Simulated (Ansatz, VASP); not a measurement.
One calculation of In, two programs

The input INCAR:

```
SYSTEM = In
PREC     = Accurate       ! precision mode
ENCUT    = 600            ! plane-wave cutoff, eV
EDIFF    = 1E-7           ! SCF threshold, eV
ISMEAR   = -1             ! smearing method
SIGMA    = 0.1            ! smearing width, eV
LREAL    = .False.        ! projectors in reciprocal space
LASPH    = .True.         ! aspherical terms in the spheres
NELM     = 100            ! most SCF steps
ALGO     = Normal         ! electronic algorithm
ISIF     = 3              ! what is computed and relaxed
LWAVE    = .False.        ! write WAVECAR
LCHARG   = .False.        ! write CHGCAR
GGA      = RE             ! functional
IBRION   = 2              ! ionic algorithm
NSW      = 80             ! ionic steps
EDIFFG   = -0.01          ! ionic threshold
```

The input KPOINTS:

```
regular mesh
0
Gamma
  10 10 10
  0 0 0
```

POSCAR

```
In
1.0
    3.0450626401      0.0000000000      0.0000000000
    0.0000000000      3.0450626401      0.0000000000
    0.0000000000      0.0000000000      3.0450626401
In
1
Direct
    0.0000000000      0.0000000000      0.0000000000
```

Input for Ansatz:

```yaml
crystal:
  lattice:
    - [3.0450626401, 0.0, 0.0]
    - [0.0, 3.0450626401, 0.0]
    - [0.0, 0.0, 3.0450626401]
  atoms:
    - { symbol: In, position: [0.0, 0.0, 0.0] }
hamiltonian:
  xc: revpbe
  pseudopotentials:
    kind: paw
    azcp:
      In: "pseudopotentials/In.paw.azcp"
basis:
  ecutwfc: 420
  fft_grid_basis: typed
kpoints:
  mp_grid: { grid: [10, 10, 10], shift: [0, 0, 0] }
magnetization:
  spin_polarized: false
scf:
  occupations: { method: fermi_dirac, width: 0.1 }
relax:
  max_steps: 60
  f_tol: 0.01
  cell: {}
output:
  write_density: true
  write_potential: true
  elf: true
  volumetric_format: npy
```

Alike in both runs: task relaxation of cell and atoms; functional revPBE; k mesh 10 × 10 × 10; occupations fermi-dirac, width 0.1 eV; no spin polarisation.

|  | VASP | Ansatz |
| --- | --- | --- |
| version | VASP 6.6.1 | Ansatz 0.2.0 |
| potentials or method | VASP PAW PBE potentials, release 64 (In_d), cutoff 600 eV | plane waves (420 eV) with PAW, scalar-relativistic |
| valence electrons in the cell | 13 | 13 |

VASP gave:

```
relaxed volume (Å³/atom)                                     : 30.60
relaxed cell length with the largest relative difference (Å) : 3.128
```

Q: What did Ansatz give for the same quantities?

A: Relaxed volume (Å³/atom): 30.55; relaxed cell length with the largest relative difference (Å): 3.126.

VASP's potentials were made for PBE, not for revPBE.
